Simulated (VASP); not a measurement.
Input of a VASP 6.6.1 run:

File INCAR:

```
PREC     = Accurate       # precision mode
ENCUT    = 600            # plane-wave cutoff, eV
EDIFF    = 1E-6           # SCF threshold, eV
ISMEAR   = 0              # smearing method
SIGMA    = 0.1            # smearing width, eV
LREAL    = F              # projectors in reciprocal space
LASPH    = T              # aspherical terms in the spheres
NELM     = 150            # most SCF steps
ALGO     = Normal         # electronic algorithm
ISIF     = 3              # what is computed and relaxed
LWAVE    = F              # write WAVECAR
LCHARG   = F              # write CHGCAR
ISPIN    = 2              # spin polarisation
MAGMOM   = 4 4 4 0        # initial moments
LORBIT   = 11             # projections on sites
LMAXMIX  = 4              # l up to which the mixer works
GGA      = PE             # functional
IBRION   = 2              # ionic algorithm
NSW      = 90             # ionic steps
EDIFFG   = -0.04          # ionic threshold
```

The input KPOINTS:

```
regular mesh
0
Gamma
  6 6 2
```

The input POSCAR:

```
Mn3Cu
1.0
    2.6532478000      0.0000000000      0.0000000000
   -1.3266239000      2.2977800000      0.0000000000
    0.0000000000      0.0000000000      8.4506595100
Mn Cu
3 1
Direct
    0.3333333300      0.6666666700      0.0000000000
    0.6666666700      0.3333333300      0.2500000000
    0.6666666700      0.3333333300      0.7500000000
    0.3333333300      0.6666666700      0.5000000000
```

Potentials or basis: VASP PAW PBE potentials, release 64 (Mn_pv, Cu).

Launch:

```console
$ cat potpaw_PBE.64/Mn_pv/POTCAR potpaw_PBE.64/Cu/POTCAR > POTCAR
$ mpirun -np 1 vasp_std > vasp.out
```

Question: Predict the relaxed cell.

Answer: a = 2.497 Å, b = 2.497 Å, c = 8.293 Å, α = 90.00°, β = 90.00°, γ = 120.00°.

Question: Predict the net moment.

Answer: 1.48 μB per cell.

Question: What does it give for the relaxed volume?

Answer: 11.19 Å³/atom.

Question: What does it give for the space group after relaxing (to 0.05 Å)?

Answer: P-6m2 (No. 187).

Final structure:
```cif
data_structure
_symmetry_space_group_name_H-M 'P 1'
_symmetry_Int_Tables_number 1
_cell_length_a 2.4967
_cell_length_b 2.4967
_cell_length_c 8.2929
_cell_angle_alpha 90.000
_cell_angle_beta 90.000
_cell_angle_gamma 120.000
_cell_volume 44.77
loop_
_atom_site_label
_atom_site_type_symbol
_atom_site_fract_x
_atom_site_fract_y
_atom_site_fract_z
_atom_site_occupancy
Mn1 Mn 0.33333 0.66667 0.00000 1
Mn2 Mn 0.66667 0.33333 0.23811 1
Mn3 Mn 0.66667 0.33333 0.76189 1
Cu1 Cu 0.33333 0.66667 0.50000 1
```

Caveat: the k points lie up to 0.48 Å⁻¹ apart in the final cell; the moment fell far below its start of 4 μB, so a state of higher moment may lie lower in energy.
